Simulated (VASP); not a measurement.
Crystal: MgO.

```xyz
2
Lattice="2.8780 0.0000 0.0000 -1.4390 2.4925 0.0000 0.0000 0.0000 2.6250" Properties=species:S:1:pos:R:3 pbc="T T T"
Mg    0.0000    0.0000    0.0000
O     0.0000    1.6616    1.3125
```

Base run:

- Program: VASP 6.6.1
- Functional: PBE
- Potentials or basis: VASP PAW PBE potentials, release 64 (Mg, O)
- Cutoff: 520 eV
- k mesh: 10 × 10 × 10
- Occupations: fermi-dirac, width 0.05 eV
- Spin: no spin polarisation

Its results: band gap on the k mesh 3.48 eV, indirect (least direct gap 3.89 eV); pressure 9.0 GPa.

Problem. The run is repeated on the same cell with these changes: functional from PBE to LDA; potentials or basis from VASP PAW PBE potentials, release 64 (Mg, O) to VASP PAW LDA potentials, release 64 (Mg, O). What comes out?

Solution. Band gap on the k mesh 3.43 eV, indirect (least direct gap 3.84 eV); pressure -2.6 GPa.

A k mesh can miss the band edges.
